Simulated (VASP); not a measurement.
Set up this calculation in VASP 6.6.1, as the native input.

- Task: relaxation of cell and atoms
- Functional: LDA
- Potentials or basis: VASP PAW LDA potentials, release 64 (Ge_d)
- Cutoff: 600 eV
- k mesh: 16 × 16 × 16
- Occupations: fermi-dirac, width 0.08 eV
- Spin: no spin polarisation
- Target pressure: 1.5 GPa
- Dipole correction: no
- Further INCAR settings: ALGO = Normal; EDIFF = 1e-07; IBRION = 2; EDIFFG = -0.005; NSW = 60; ISIF = 3

The structure of Ge lies in POSCAR:

```
Ge
1.0
   -1.6381876701      1.6381876701      1.6381876701
    1.6381876701     -1.6381876701      1.6381876701
    1.6381876701      1.6381876701     -1.6381876701
Ge
1
Direct
    0.0000000000      0.0000000000      0.0000000000
```

This isn't the form of Ge at room conditions, which is diamond.

These files were run (other wordings do the same):

INCAR

```
SYSTEM = Ge
ALGO = Normal
EDIFF = 1E-7
EDIFFG = -0.005
ENCUT = 600
IBRION = 2
ISIF = 3
ISMEAR = -1
LASPH = .TRUE.
LCHARG = .FALSE.
LREAL = .FALSE.
LWAVE = .FALSE.
NELM = 100
NSW = 60
PREC = Accurate
PSTRESS = 15.0
SIGMA = 0.08
```

KPOINTS

```
k-points
0
G
  16 16 16
  0 0 0
```

Potentials or basis: VASP PAW LDA potentials, release 64 (Ge_d).

Launch:

```console
$ cat potpaw_LDA.64/Ge_d/POTCAR > POTCAR
$ mpirun -np 1 vasp_std > vasp.out
```

It gave:

| Quantity | Value |
| --- | --- |
| Relaxed volume | 17.62 Å³/atom |
| Relaxed cell | a = 2.839 Å, b = 2.839 Å, c = 2.839 Å, α = 109.47°, β = 109.47°, γ = 109.47° |
| Space group after relaxing (to 0.1 Å) | Im-3m (No. 229) |
| Energy change on relaxing (the run minimises the enthalpy) | -0.3 meV/atom |
| Ionic steps | 4 |
| Pressure after relaxing | 1.5 GPa |
| Band gap on the k mesh | zero (bands 7 and 8 overlap by 12.91 eV) |

Caveat: the cell is relaxed towards a set pressure, so the run minimises the enthalpy, not the energy.

It took 62 s on 1 thread of Intel Xeon 8259CL, with other jobs on the host, peak memory 0.16 GiB.
